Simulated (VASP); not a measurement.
A run of VASP 6.6.1 is set up as follows.

INCAR

```
PREC     = Accurate       # precision mode
ENCUT    = 520            # plane-wave cutoff, eV
EDIFF    = 1E-7           # SCF threshold, eV
ISMEAR   = 0              # smearing method
SIGMA    = 0.1            # smearing width, eV
LREAL    = False          # projectors in reciprocal space
LASPH    = True           # aspherical terms in the spheres
NELM     = 80             # most SCF steps
ALGO     = Normal         # electronic algorithm
ISIF     = 2              # what is computed and relaxed
LWAVE    = False          # write WAVECAR
LCHARG   = False          # write CHGCAR
GGA      = PS             # functional
NBANDS   = 8              # bands
```

Contents of KPOINTS:

```
regular mesh
0
Gamma
  18 18 18
```

The input POSCAR:

```
Sb
1.0
    3.0617437797      0.0000000000      0.0000000000
    0.0000000000      3.0617437797      0.0000000000
    0.0000000000      0.0000000000      3.0617437797
Sb
1
Direct
    0.0000000000      0.0000000000      0.0000000000
```

Potentials or basis: VASP PAW PBE potentials, release 64 (Sb).

The run is started by

```bash
$ cat potpaw_PBE.64/Sb/POTCAR > POTCAR
$ mpirun -np 1 vasp_std > vasp.out
```

Task: Estimate the pressure.

Result: 0.1 GPa.

Caveat: the PAW data sets were made with another functional, which shifts forces and pressure a little.
